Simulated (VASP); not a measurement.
# Al (P1) in VASP: further runs

The runs below take Al through single point, with PBE+D3(BJ).

All numbers are computed with VASP 6.6.1; they aren't measurements. Logs are shortened: lines on timing, memory, paths and dates and some standing lists are left out, and cuts for length are marked.

### 1 The cell of the first run

The typed cell holds 8 atoms: a = 2.814 Å, b = 2.814 Å, c = 18.501 Å, α = 87.46°, β = 88.18°, γ = 60.00°.

### 2 Single point, PBE+D3(BJ)

Contents of INCAR:

```
ALGO     = Fast           # electronic algorithm
EDIFF    = 1E-6           # SCF threshold, eV
ENCUT    = 520            # plane-wave cutoff, eV
GGA      = PE             # functional
ISIF     = 2              # what is computed and relaxed
ISMEAR   = 0              # smearing method
IVDW     = 12             # dispersion correction
LASPH    = True           # aspherical terms in the spheres
LCHARG   = True           # write CHGCAR
LELF     = True           # ELF
LREAL    = False          # projectors in reciprocal space
LVHAR    = True         
LWAVE    = False          # write WAVECAR
NBANDS   = 22             # bands
NELM     = 80             # most SCF steps
PREC     = Accurate       # precision mode
SIGMA    = 0.15           # smearing width, eV
```

Contents of KPOINTS:

```
k-points
0
Gamma
  16 16 2
```

Contents of POSCAR:

```
Al
1.0
   -2.8144222649      0.0000000000      0.0000000000
   -1.4072111325     -2.4373611784      0.0000000000
   -0.5863379719     -0.6093402946     18.4820941423
Al
8
Direct
    0.9947916667      0.9843750000      0.0625000000
    0.9531250000      0.8593750000      0.5625000000
    0.2760416667      0.1614583333      0.6875000000
    0.3177083333      0.2864583333      0.1875000000
   -0.0677083333     -0.2031250000      0.8125000000
   -0.0260416667     -0.0781250000      0.3125000000
    0.5885416667      0.4322916667      0.9375000000
    0.6302083333      0.5572916667      0.4375000000
```

Potentials or basis: VASP PAW PBE potentials, release 64 (Al).

Launch:

```sh
cat potpaw_PBE.64/Al/POTCAR > POTCAR
mpirun -np 1 vasp_std > vasp.out
```

OUTCAR:

```text
EDIFF = 1E-6
   ENCUT = 520
   GGA = PE
   ISIF = 2
   ISMEAR = 0
   IVDW = 12
   LASPH = True
   LREAL = False
   NELM = 80
   PREC = Accurate
 IVDW          = 12

 ion  position               nearest neighbor table
   1  0.995  0.984  0.062-   7 2.59   4 2.82   4 2.82   4 2.82   7 2.83
   2  0.953  0.859  0.562-   8 2.82   3 2.82   8 2.82   3 2.82   3 2.82   8 2.82
   3  0.276  0.161  0.688-   2 2.82   5 2.82   5 2.82   2 2.82   2 2.82   5 2.82
   4  0.318  0.286  0.188-   1 2.82   6 2.82   6 2.82   1 2.82   6 2.82   1 2.82
   5  0.932  0.797  0.812-   3 2.82   7 2.82   7 2.82   3 2.82   3 2.82   7 2.82
   6  0.974  0.922  0.312-   4 2.82   8 2.82   8 2.82   4 2.82   4 2.82   8 2.82
   7  0.589  0.432  0.938-   1 2.59   5 2.82   5 2.82   5 2.82   1 2.83
   8  0.630  0.557  0.438-   2 2.82   6 2.82   6 2.82   2 2.82   2 2.82   6 2.82

  LATTYP: Found a triclinic cell.
 ALAT       =     2.8144222649
 B/A-ratio  =     1.0000000000
 C/A-ratio  =     6.5737930234
 COS(alpha) =     0.0126765983
 COS(beta)  =     0.0443680940
 COS(gamma) =     0.5000000000

  Lattice vectors:

 A1 = (  -1.4072111325,  -2.4373611784,   0.0000000000)
 A2 = (   1.4072111324,  -2.4373611784,   0.0000000000)
 A3 = (  -0.5863379719,  -0.6093402946,  18.4820941423)

Analysis of symmetry for initial positions (statically):
=====================================================================
 Subroutine PRICEL returns:
 Original cell was already a primitive cell.

 Routine SETGRP: Setting up the symmetry group for a
 triclinic supercell.

 Subroutine GETGRP returns: Found  1 space group operations
 (whereof  1 operations were pure point group operations)
 out of a pool of  2 trial point group operations.

The static configuration has the point symmetry C_1 .

Analysis of symmetry for dynamics (positions and initial velocities):
=====================================================================
 Subroutine PRICEL returns:
 Original cell was already a primitive cell.

 Routine SETGRP: Setting up the symmetry group for a
 triclinic supercell.

 Subroutine GETGRP returns: Found  1 space group operations
 (whereof  1 operations were pure point group operations)
 out of a pool of  2 trial point group operations.

The dynamic configuration has the point symmetry C_1 .

 Subroutine INISYM returns: Found  1 space group operations
 (whereof  1 operations are pure point group operations),
 and found     1 'primitive' translations

----------------------------------------------------------------------------------------

                                     Primitive cell

  volume of cell :     126.7828

  direct lattice vectors                    reciprocal lattice vectors
    -2.814422265  0.000000000  0.000000000    -0.355312709  0.205139888 -0.004508869
    -1.407211133 -2.437361178  0.000000000     0.000000000 -0.410279777 -0.013526606
    -0.586337972 -0.609340295 18.482094142     0.000000000  0.000000000  0.054106423

  length of vectors
     2.814422265  2.814422265 18.501429450     0.410304552  0.410502697  0.054106423

  position of ions in fractional coordinates (direct lattice)
     0.994791667  0.984375000  0.062500000
     0.953125000  0.859375000  0.562500000
     0.276041667  0.161458333  0.687500000
     0.317708333  0.286458333  0.187500000
     0.932291667  0.796875000  0.812500000
     0.973958333  0.921875000  0.312500000
     0.588541667  0.432291667  0.937500000
     0.630208333  0.557291667  0.437500000

  ion indices of the primitive-cell ions
   primitive index   ion index
                 1           1
                 2           2
                 3           3
                 4           4
                 5           5
                 6           6
                 7           7
                 8           8

----------------------------------------------------------------------------------------

 KPOINTS: k-points

Automatic generation of k-mesh.
 Grid dimensions read from file:
 generate k-points for:   16   16    2

 Generating k-lattice:

  Cartesian coordinates                     Fractional coordinates (reciprocal lattice)
    -0.022207044  0.012821243 -0.000281804     0.062500000  0.000000000 -0.000000000
     0.000000000 -0.025642486 -0.000845413     0.000000000  0.062500000  0.000000000
     0.000000000  0.000000000  0.027053211     0.000000000  0.000000000  0.500000000

  Length of vectors
     0.025644034  0.025656419  0.027053211

  Shift w.r.t. Gamma in fractional coordinates (k-lattice)
     0.000000000  0.000000000  0.000000000

 Subroutine IBZKPT returns following result:
 ===========================================

 Found    260 irreducible k-points:

 Following reciprocal coordinates:
            Coordinates               Weight
  0.000000  0.000000  0.000000      1.000000
  0.062500  0.000000  0.000000      2.000000
  0.125000  0.000000  0.000000      2.000000
  0.187500  0.000000  0.000000      2.000000
  0.250000  0.000000  0.000000      2.000000
  0.312500  0.000000  0.000000      2.000000
[... 16 lines left out ...]
 -0.187500  0.062500 -0.000000      2.000000
 -0.125000  0.062500 -0.000000      2.000000
 [... further k-points ...]
   k-points           NKPTS =    260   k-points in BZ     NKDIM =    260   number of bands    NBANDS=     22
   number of dos      NEDOS =    301   number of ions     NIONS =      8
   total plane-waves  NPLWV =  80640
   dimension x,y,z NGX =    24 NGY =   24 NGZ =  140
   dimension x,y,z NGXF=    48 NGYF=   48 NGZF=  280
   ions per type =               8
   NGX,Y,Z   is equivalent  to a cutoff of  14.18, 14.18, 12.58 a.u.
   NGXF,Y,Z  is equivalent  to a cutoff of  28.35, 28.35, 25.16 a.u.
 SYSTEM =  unknown system
   PREC   = accura    normal or accurate (medium, high low for compatibility)
   ISTART =      0    job   : 0-new  1-cont  2-samecut
   ICHARG =      2    charge: 1-file 2-atom 10-const
   ISPIN  =      1    spin polarized calculation?
   LNONCOLLINEAR =      F non collinear calculations
   LSORBIT =      F    spin-orbit coupling
   LASPH  =      T    aspherical Exc in radial PAW
   ENCUT  =  520.0 eV  38.22 Ry    6.18 a.u.   5.23  5.23 34.40*2*pi/ulx,y,z
   NELM   =     80;   NELMIN=  2; NELMDL= -5     # of ELM steps
   EDIFF  = 0.1E-05   stopping-criterion for ELM
   LREAL  =      F    real-space projection
   EDIFFG = 0.1E-04   stopping-criterion for IOM
   NSW    =      0    number of steps for IOM
   IBRION =     -1    ionic relax: 0-MD 1-quasi-New 2-CG
   NFREE  =      0    steps in history (QN), initial steepest desc. (CG)
   ISIF   =      2    stress and relaxation
   ISYM   =      2    0-nonsym 1-usesym 2-fastsym
   POTIM  = 0.5000    time-step for ionic-motion
   TEBEG  =    0.0;   TEEND  =   0.0 temperature during run
   PSTRESS=    0.0 pullay stress
   NELECT =      24.0000    total number of electrons
   NUPDOWN=      -1.0000    fix difference up-down
   EMIN   =  10.00;   EMAX   =-10.00  energy-range for DOS
   EFERMI =   0.00;   METHOD = LEGACY
   ISMEAR =     0;   SIGMA  =   0.15  broadening in eV -4-tet -1-fermi 0-gaus
   EFERMI_NEDOS =   21; number of points for ismear=-14 and -15
   IALGO  =     68    algorithm
   IMIX   =      4    mixing-type and parameters
     AMIX     =   0.40;   BMIX     =  1.00
     AMIX_MAG =   1.60;   BMIX_MAG =  1.00
  volume/ion in A,a.u.               =      15.85       106.95
  Fermi-wavevector in a.u.,A,eV,Ry     =   0.939994  1.776331 12.021957  0.883589
  Thomas-Fermi vector in A             =   2.067362
   LORBIT       =      0    0 simple, 1 ext, 2 COOP (PROOUT), +10 PAW based schemes
   GGA     = PE    functional components
   LHFCALC =     F    Hartree Fock is set to
   AEXX    =    0.0000 exact exchange contribution
   IVDW    =    12    specifies the selected vdW correction
   LEPSILON=     F    determine dielectric tensor
   LRPA    =     F    only Hartree local field effects (RPA)
 non-spin polarized calculation
 RMM-DIIS sequential band-by-band and
 Gauss-broadening in eV      SIGMA  =   0.15
  energy-cutoff  :      520.00
  volume of cell :      126.78
 maximum number of plane-waves:      3446
 NGX is ok and might be reduce to    24
   NGX = 11   NGY = 11   NGZ = 69

 number of electron      24.0000000 magnetization

 Free energy of the ion-electron system (eV)
  ---------------------------------------------------
  ext. energy  EPLUGINS =         0.00000000
  ---------------------------------------------------
  free energy    TOTEN  =       -29.73667680 eV

  energy without entropy =      -29.70342425  energy(sigma->0) =      -29.72005053

 E-fermi :   8.4250     XC(G=0): -10.3431

 val. band max:        8.4246668537   @ k =   0.0625   0.4375  -0.0000
 cond. band min:       8.4251109839   @ k =  -0.0625   0.1875  -0.0000
 fundamental gap:      0.0004441302
 Fermi energy:         8.4249972868

 k-point     1 :       0.0000    0.0000    0.0000
  band No.  band energies     occupation
      1      -2.9909      2.00000
      2      -2.5628      2.00000
      3      -2.5535      2.00000
      4      -1.2700      2.00000
      5      -1.2667      2.00000
      6       0.8542      2.00000
[... 14 lines left out ...]
     21      19.7986      0.00000
     22      19.8774      0.00000

 k-point     2 :       0.0625    0.0000    0.0000
  band No.  band energies     occupation
      1      -2.8937      2.00000
      2      -2.4677      2.00000
      3      -2.4546      2.00000
      4      -1.1814      2.00000
      5      -1.1632      2.00000
      6       0.9358      2.00000
[... 14 lines left out ...]
     21      18.8249      0.00000
     22      18.9898      0.00000

 k-point     3 :       0.1250    0.0000    0.0000
  band No.  band energies     occupation
      1      -2.6022      2.00000
      2      -2.1808      2.00000
      3      -2.1605      2.00000
      4      -0.9025      2.00000
      5      -0.8665      2.00000
      6       1.2055      2.00000
[... 14 lines left out ...]
     21      17.3216      0.00000
     22      17.4909      0.00000

 k-point     4 :       0.1875    0.0000    0.0000
  band No.  band energies     occupation
      1      -2.1178      2.00000
      2      -1.7021      2.00000
      3      -1.6735      2.00000
      4      -0.4332      2.00000
      5      -0.3794      2.00000
      6       1.6624      2.00000
[... 14 lines left out ...]
     21      16.4060      0.00000
     22      16.5580      0.00000

 k-point     5 :       0.2500    0.0000    0.0000
  band No.  band energies     occupation
      1      -1.4426      2.00000
      2      -1.0333      2.00000
      3      -0.9962      2.00000
      4       0.2244      2.00000
      5       0.2959      2.00000
      6       2.3038      2.00000
[... 417 lines left out ...]
 k-point    22 :      -0.2500    0.0625   -0.0000
  band No.  band energies     occupation
      1      -0.9627      2.00000
      2      -0.5429      2.00000
      3      -0.5298      2.00000
      4       0.7241      2.00000
      5       0.7432      2.00000
      6       2.8066      2.00000
[... 14 lines left out ...]
     21      14.0797      0.00000
     22      14.2015      0.00000

 k-point    23 :      -0.1875    0.0625   -0.0000
  band No.  band energies     occupation
      1      -1.7317      2.00000
      2      -1.3076      2.00000
      3      -1.2983      2.00000
      4      -0.0270      2.00000
      5      -0.0234      2.00000
      6       2.0756      2.00000
[... 14 lines left out ...]
     21      14.9656      0.00000
     22      15.0490      0.00000

 k-point    24 :      -0.1250    0.0625   -0.0000
  band No.  band energies     occupation
      1      -2.3114      2.00000
      2      -1.8872      2.00000
      3      -1.8744      2.00000
      4      -0.6062      2.00000
      5      -0.5887      2.00000
      6       1.5021      2.00000
[... 14 lines left out ...]
     21      16.0249      0.00000
     22      16.4976      0.00000

 [... further k-points ...]

------------------------ aborting loop because EDIFF is reached ----------------------------------------

 Edisp (eV)   -2.80577

 E8    (eV) :    -1.2554

  FORCE on cell =-STRESS in cart. coord.  units (eV):
  Direction    XX          YY          ZZ          XY          YZ          ZX
  --------------------------------------------------------------------------------------
  -------------------------------------------------------------------------------------
  Total      -0.12208    -0.05803     1.26426    -0.24856     0.57907    -0.29179
  in kB      -1.54280    -0.73335    15.97671    -3.14107     7.31786    -3.68736
  external pressure =        4.57 kB  Pullay stress =        0.00 kB

 VOLUME and BASIS-vectors are now :
 -----------------------------------------------------------------------------
  energy-cutoff  :      520.00
  volume of cell :      126.78
      direct lattice vectors                 reciprocal lattice vectors
    -2.814422265  0.000000000  0.000000000    -0.355312709  0.205139888 -0.004508869
    -1.407211133 -2.437361178  0.000000000     0.000000000 -0.410279777 -0.013526606
    -0.586337972 -0.609340295 18.482094142     0.000000000  0.000000000  0.054106423

 POSITION                                       TOTAL-FORCE (eV/Angst)
 -----------------------------------------------------------------------------------
     -4.22163     -2.43736      1.15513        -0.164353      0.217497      0.321416
     -4.22163     -2.43736     10.39618         0.002139      0.001414     -0.008444
     -1.40721     -0.81245     12.70644        -0.007160      0.000931     -0.010440
     -1.40721     -0.81245      3.46539         0.037690      0.014386      0.020008
     -4.22163     -2.43736     15.01670         0.034000      0.024563      0.044509
     -4.22163     -2.43736      5.77565        -0.005160      0.003657      0.003202
     -2.81442     -1.62491     17.32696         0.103887     -0.261301     -0.372529
     -2.81442     -1.62491      8.08592        -0.001043     -0.001147      0.002278
 -----------------------------------------------------------------------------------
    total drift:                                0.000000     -0.000002     -0.000000

  FREE ENERGIE OF THE ION-ELECTRON SYSTEM (eV)
  ---------------------------------------------------
  free  energy   TOTEN  =       -32.5424482857 eV

  energy  without entropy=      -32.5091957325  energy(sigma->0) =      -32.52582201
```

Run time: 23 min. Hardware: 1 thread of Oxide Virtual Turin-like, shared host; peak memory 0.59 GiB.

What came out:

- Free energy: -32.5424 eV
- Pressure: 0.5 GPa
- Largest force: 0.467 eV/Å
- Band gap on the k mesh: zero (band 12 reaches 12.29 eV, above the bottom of band 13 at 6.70 eV)
- Dispersion energy per atom: -0.351 eV

Forces on the atoms (eV/Å):
```
Al  -0.164  0.217  0.321
Al   0.002  0.001 -0.008
Al  -0.007  0.001 -0.010
Al   0.038  0.014  0.020
Al   0.034  0.025  0.045
Al  -0.005  0.004  0.003
Al   0.104 -0.261 -0.373
Al  -0.001 -0.001  0.002
```

Stress tensor (GPa, compression positive):
```
-0.15 -0.31 -0.37
-0.31 -0.07  0.73
-0.37  0.73  1.60
```

Caveat: pairwise dispersion overbinds metals, which lowers pressure and volume.

### 3 Single point, PBE+D3(BJ)

Contents of INCAR:

```
SYSTEM = Al
ALGO = Fast
EDIFF = 1E-6
ENCUT = 520
GGA = PE
ISIF = 2
ISMEAR = 0
IVDW = 12
LASPH = .True.
LCHARG = .True.
LELF = .True.
LREAL = .False.
LVHAR = .True.
LWAVE = .False.
NBANDS = 22
NELM = 80
PREC = Accurate
SIGMA = 0.15
```

Contents of KPOINTS:

```
k-points
0
Gamma
  16 16 2
  0 0 0
```

Contents of POSCAR:

```
Al
1.0
   -2.8144222649      0.0000000000      0.0000000000
   -1.4072111325     -2.4373611784      0.0000000000
   -2.1108166987     -1.6249074522     18.4820941423
Al
8
Direct
    0.9739583333      0.9583333333      0.0625000000
    0.7656250000      0.6250000000      0.5625000000
    0.0468750000     -0.1250000000      0.6875000000
    0.2552083333      0.2083333333      0.1875000000
   -0.3385416667     -0.5416666667      0.8125000000
   -0.1302083333     -0.2083333333      0.3125000000
    0.2760416667      0.0416666667      0.9375000000
    0.4843750000      0.3750000000      0.4375000000
```

Potentials or basis: VASP PAW PBE potentials, release 64 (Al).

Launch:

```sh
cat potpaw_PBE.64/Al/POTCAR > POTCAR
mpirun -np 1 vasp_std > vasp.out
```

It took 19 min on 1 thread of Oxide Virtual Turin-like, shared host; peak memory 0.59 GiB.

Results (log left out):

* Free energy: -32.3254 eV
* Pressure: 1.4 GPa
* Largest force: 1.385 eV/Å
* Band gap on the k mesh: zero (band 12 reaches 12.21 eV, above the bottom of band 13 at 6.60 eV)
* Dispersion energy per atom: -0.351 eV

Forces on the atoms (eV/Å):
```
Al   0.577  0.020  1.200
Al   0.004 -0.001 -0.019
Al   0.013  0.003  0.000
Al  -0.012 -0.022  0.005
Al   0.006 -0.021  0.061
Al   0.012  0.001  0.000
Al  -0.594  0.020 -1.251
Al  -0.005  0.000  0.005
```

Stress tensor (GPa, compression positive):
```
 0.01 -0.13  1.47
-0.13 -0.15 -0.10
 1.47 -0.10  4.25
```

Levels at points of the mesh, in eV from the Fermi level:
| k point | band 8 | band 9 | band 10 | band 11 | band 12 | band 13 | band 14 | band 15 | band 16 | band 17 |
| --- | --- | --- | --- | --- | --- | --- | --- | --- | --- | --- |
| (0.00, 0.00, 0.00) | -4.76 | -4.47 | -0.96 | -0.92 | 3.38 | 3.47 | 8.19 | 8.41 | 11.14 | 11.16 |
| (0.50, 0.00, 0.00) | -3.73 | -3.64 | -2.93 | -2.22 | -1.87 | -1.24 | -0.71 | 0.48 | 0.71 | 1.94 |
| (0.00, 0.50, 0.00) | -4.04 | -3.28 | -2.81 | -2.41 | -2.25 | -0.83 | -0.47 | 0.15 | 0.36 | 2.35 |
| (0.50, 0.50, 0.00) | -4.33 | -2.82 | -2.71 | -2.60 | -2.56 | -0.38 | -0.27 | -0.12 | -0.02 | 2.79 |
| (0.00, 0.00, 0.50) | -6.18 | -2.88 | -2.85 | 1.13 | 1.19 | 5.76 | 5.88 | 10.46 | 10.90 | 11.12 |
| (0.50, 0.00, 0.50) | -4.06 | -3.24 | -2.92 | -2.46 | -1.92 | -1.03 | -0.56 | 0.17 | 0.65 | 2.07 |
| (0.00, 0.50, 0.50) | -3.74 | -3.61 | -3.07 | -2.27 | -1.60 | -1.46 | -0.79 | 0.47 | 1.03 | 1.65 |
| (0.50, 0.50, 0.50) | -3.89 | -3.40 | -3.22 | -1.98 | -1.80 | -1.28 | -1.07 | 0.76 | 1.28 | 1.38 |

Caveat: pairwise dispersion overbinds metals, which lowers pressure and volume; forces of over 1 eV/Å act on the atoms, so gaps and moduli don't describe the material at rest.

[end of part 1 of 2]
